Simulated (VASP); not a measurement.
Here is a VASP 6.6.1 calculation.

Contents of INCAR:

```
SYSTEM = BP
PREC = Accurate ; ENCUT = 520
EDIFF = 1E-8 ; ISMEAR = 0
SIGMA = 0.01 ; LREAL = .FALSE.
LASPH = .TRUE. ; NELM = 80
ALGO = Normal ; ISIF = 2
LWAVE = .FALSE. ; LCHARG = .FALSE.
GGA = PE ; IBRION = 8
NSW = 1 ; LEPSILON = .TRUE.
```

The input KPOINTS:

```
regular mesh
0
G
  12 12 12
  0 0 0
```

File POSCAR:

```
BP
1.0
    0.0000000000      2.1437829041      2.1437829041
    2.1437829041      0.0000000000      2.1437829041
    2.1437829041      2.1437829041      0.0000000000
B P
1 1
Direct
    0.0000000000      0.0000000000      0.0000000000
    0.7500000000      0.7500000000      0.7500000000
```

Potentials or basis: VASP PAW PBE potentials, release 64 (B, P).

Run with:

```sh
$ cat potpaw_PBE.64/B/POTCAR potpaw_PBE.64/P/POTCAR > POTCAR
$ mpirun -np 1 vasp_std > vasp.out
```

Problem. Predict the electronic dielectric tensor (diagonal).

Solution. 9.23.

Problem. Estimate the Born charges (mean of the diagonal).

Solution. B -1.06; P +1.06 e.

Problem. Predict the highest phonon frequency at Γ, LO-TO splitting left out.

Solution. 950 cm⁻¹.

Phonon frequencies in cm⁻¹ (negative: imaginary):
```
              q point        frequencies
(0.000, 0.000, 0.000)  0 0 0 950 950 950
```

Caveat: the cell wasn't relaxed at this level first, which shifts response properties.
